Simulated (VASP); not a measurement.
# HfB2: relaxation of cell and atoms with PBE

Crystal: HfB2.

```
CELL_PARAMETERS angstrom
3.14000 0.00000 0.00000
-1.57000 2.71932 0.00000
0.00000 0.00000 3.48000
ATOMIC_POSITIONS crystal
Hf 0.00000 0.00000 0.00000
B 0.66667 0.33333 0.50000
B 0.33333 0.66667 0.50000
```

```json
{
  "Program": "VASP 6.6.1",
  "Task": "relaxation of cell and atoms",
  "Functional": "PBE",
  "Potentials or basis": "VASP PAW PBE potentials, release 64 (Hf_pv, B)",
  "Cutoff": "600 eV",
  "k mesh": "10 × 10 × 8",
  "Occupations": "fermi-dirac, width 0.05 eV",
  "Spin": "no spin polarisation",
  "Dipole correction": "no",
  "Further INCAR settings": "ALGO = Normal; EDIFF = 1e-06; IBRION = 2; EDIFFG = -0.01; NSW = 60; ISIF = 3"
}
```

```yaml
Relaxed_volume: 9.94 Å³/atom
Relaxed_cell: a = 3.142 Å, b = 3.142 Å, c = 3.490 Å, α = 90.00°, β = 90.00°, γ = 120.00°
Space_group_after_relaxing_to_0.05_Å: P6/mmm (No. 191)
Energy_gained_by_relaxing: 0.2 meV/atom
Ionic_steps: 7
Pressure_after_relaxing: 0.0 GPa
Band_gap_on_the_k_mesh: zero (band 8 reaches 8.25 eV, above the bottom of band 9 at 7.40 eV)
```

Step by step:
```csv
step,energy change (eV),largest force (eV/Å),pressure (GPa),volume (Å³)
1,0.0000,0.0000,0.99,29.71
2,0.0001,0.0000,-1.29,29.98
3,-0.0004,0.0000,-0.14,29.84
4,-0.0004,0.0000,-0.04,29.84
5,-0.0004,0.0000,-0.03,29.84
6,-0.0004,0.0000,-0.05,29.84
7,-0.0005,0.0000,0.01,29.83
```

Final structure:
```
Hf B
1.0
     3.14164    0.00000    0.00000
    -1.57082    2.72074    0.00000
     0.00000    0.00000    3.49040
Hf B
1 2
Direct
  0.00000 0.00000 0.00000
  0.66667 0.33333 0.50000
  0.33333 0.66667 0.50000
```

Levels at points of the mesh, in eV from the Fermi level:
```csv
k point,band 6,band 7,band 8,band 9,band 10,band 11
"(0.00, 0.00, 0.00)",-2.77,-2.77,-2.70,4.11,4.11,4.72
"(0.50, 0.00, 0.00)",-4.03,-3.32,-2.75,2.19,2.82,5.64
"(0.00, 0.00, 0.50)",-1.08,-1.08,0.45,0.45,1.10,1.10
"(0.50, 0.00, 0.50)",-4.83,-4.59,-2.57,4.10,4.21,6.34
```

It took 86 s on 1 thread of AMD EPYC 7R43 64-Core Processor (Zen 3), with other jobs on the host, peak memory 0.15 GiB.

Caveat: spin-orbit coupling is left out, which moves the levels of the heavy elements. Zero-point motion and thermal expansion aren't in these numbers.
